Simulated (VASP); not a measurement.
RbBr:

```
Rb Br
1.0
     0.00000    3.50643    3.50643
     3.50643    0.00000    3.50643
     3.50643    3.50643    0.00000
Rb Br
1 1
Direct
  0.00000 0.00000 0.00000
  0.50000 0.50000 0.50000
```

```yaml
Program: VASP 6.6.1
Task: relaxation of cell and atoms
Functional: LDA
Potentials_or_basis: VASP PAW LDA potentials, release 64 (Rb_sv, Br)
Cutoff: 600 eV
k_mesh: 6 × 6 × 6
Occupations: fermi-dirac, width 0.02 eV
Spin: no spin polarisation
```

At the start: pressure -1.9 GPa; volume 43.11 Å³/atom.

Task: How do energy, volume and symmetry change on relaxing?

Result: Over 4 steps the energy falls by 40.1 meV/atom and the volume is 37.13 Å³/atom (-13.9 %); space group Fm-3m (No. 225, to 0.1 Å) before and after.

The path:
| step | energy change (eV) | largest force (eV/Å) | pressure (GPa) | volume (Å³) |
| --- | --- | --- | --- | --- |
| 1 | 0.0000 | 0.0000 | -1.86 | 86.22 |
| 2 | -0.0581 | 0.0000 | -1.15 | 80.14 |
| 3 | -0.0801 | 0.0000 | -0.09 | 74.70 |
| 4 | -0.0802 | 0.0000 | 0.02 | 74.26 |

Final structure:
```
CELL_PARAMETERS angstrom
0.00000 3.33608 3.33608
3.33608 0.00000 3.33608
3.33608 3.33608 0.00000
ATOMIC_POSITIONS crystal
Rb 0.00000 0.00000 0.00000
Br 0.50000 0.50000 0.50000
```
